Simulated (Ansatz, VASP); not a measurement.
# K3SBr in VASP and in Ansatz

Contents of POSCAR:

```
K3SBr
1.0
    5.9551474468      0.0000000000      0.0000000000
    0.0000000000      5.9551474468      0.0000000000
    0.0000000000      0.0000000000      5.9551474468
Br S K
1 1 3
Direct
    0.0000000000      0.0000000000      0.0000000000
    0.5000000000      0.5000000000      0.5000000000
    0.5000000000      0.5000000000      0.0000000000
    0.5000000000      0.0000000000      0.5000000000
    0.0000000000      0.5000000000      0.5000000000
```

Contents of INCAR.step1:

```
SYSTEM = K3SBr
PREC = Accurate
ENCUT = 520
ISMEAR = 0
SIGMA = 0.01
LREAL = .False.
LASPH = .True.
NELM = 100
NBANDS = 28
GGA = PE
ALGO = Normal
EDIFF = 1E-4
LWAVE = .True.
LCHARG = .False.
```

INCAR.step2

```
SYSTEM = K3SBr
PREC = Accurate
ENCUT = 520
EDIFF = 1E-6
ISMEAR = 0
SIGMA = 0.01
LREAL = .False.
LASPH = .True.
NELM = 100
ALGO = Normal
ISIF = 2
LWAVE = .False.
LCHARG = .False.
METAGGA = R2SCAN
LMIXTAU = .True.
NBANDS = 28
ISTART = 1
```

Contents of KPOINTS:

```
regular mesh
0
Gamma
  4 4 4
  0 0 0
```

Input for Ansatz:

```yaml
crystal:
  lattice:
    - [5.9551474468, 0.0, 0.0]
    - [0.0, 5.9551474468, 0.0]
    - [0.0, 0.0, 5.9551474468]
  atoms:
    - { symbol: Br, position: [0.0, 0.0, 0.0] }
    - { symbol: S, position: [0.5, 0.5, 0.5] }
    - { symbol: K, position: [0.5, 0.5, 0.0] }
    - { symbol: K, position: [0.5, 0.0, 0.5] }
    - { symbol: K, position: [0.0, 0.5, 0.5] }
kpoints:
  mp_grid: { grid: [4, 4, 4] }
  band_path:
    path: [[0.0, 0.0, 0.0], [0.0, 0.5, 0.0], [0.5, 0.5, 0.0], [0.5, 0.5, 0.5]]
    npoints: 1
hamiltonian:
  xc: r2scan
scf:
  occupations: { method: fixed }
  n_extra_bands: 5
output:
  forces: true
  stress: true
  eigenvalues: true
```

Alike in both runs: task single point; functional r2SCAN; k mesh 4 × 4 × 4; no spin polarisation.

|  | VASP | Ansatz |
| --- | --- | --- |
| version | VASP 6.6.1 | Ansatz 0.2.0 |
| potentials or method | VASP PAW PBE potentials, release 64 (Br, S, K_sv) | plane waves, PAW |
| plane-wave cutoff (eV) | 520 | 500 |
| occupations | gaussian, width 0.01 eV | fixed |
| valence electrons in the cell | 40 | 40 |

|  | VASP | Ansatz | Ansatz less VASP |
| --- | --- | --- | --- |
| gap on the k mesh at the Fermi level (eV) | 2.15 | 2.15 | 0.000 |
| pressure (GPa) | 0.0 | 0.0 | -0.01 |

VASP's potentials were made for PBE, not for r2SCAN.
